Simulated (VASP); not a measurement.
ZrO2:

```xyz
6
Lattice="3.5475 0.0000 0.0000 0.0000 3.5475 0.0000 0.0000 0.0000 5.1070" Properties=species:S:1:pos:R:3 pbc="T T T"
Zr    0.0000    0.0000    0.0000
Zr    1.7737    1.7737    2.5535
O     0.0000    1.7737    1.0275
O     0.0000    1.7737    3.5810
O     1.7737    0.0000    1.5260
O     1.7737    0.0000    4.0795
```

* Program: VASP 6.6.1
* Task: relaxation of the atoms
* Functional: PBE
* Potentials or basis: VASP PAW PBE potentials, release 64 (Zr_sv, O)
* Cutoff: 520 eV
* k mesh: 8 × 8 × 6
* Occupations: fermi-dirac, width 0.02 eV
* Spin: no spin polarisation

At the start: pressure 17.4 GPa; volume 10.71 Å³/atom.

**Question.** How do energy, volume and symmetry change on relaxing?

**Answer.** Over 3 steps the energy falls by 3.4 meV/atom; space group P4_2/nmc (No. 137, to 0.1 Å) before and after.

The path:
| step | energy change (eV) | largest force (eV/Å) | pressure (GPa) |
| --- | --- | --- | --- |
| 1 | 0.0000 | 0.2309 | 17.40 |
| 2 | -0.0089 | 0.1686 | 16.81 |
| 3 | -0.0204 | 0.0115 | 15.22 |

Final structure:
```cif
data_structure
_symmetry_space_group_name_H-M 'P 1'
_symmetry_Int_Tables_number 1
_cell_length_a 3.5475
_cell_length_b 3.5475
_cell_length_c 5.1070
_cell_angle_alpha 90.000
_cell_angle_beta 90.000
_cell_angle_gamma 90.000
_cell_volume 64.27
loop_
_atom_site_label
_atom_site_type_symbol
_atom_site_fract_x
_atom_site_fract_y
_atom_site_fract_z
_atom_site_occupancy
Zr1 Zr 0.00000 0.00000 0.00000 1
Zr2 Zr 0.50000 0.50000 0.50000 1
O1 O 0.00000 0.50000 0.20991 1
O2 O 0.00000 0.50000 0.70991 1
O3 O 0.50000 0.00000 0.29009 1
O4 O 0.50000 0.00000 0.79009 1
```
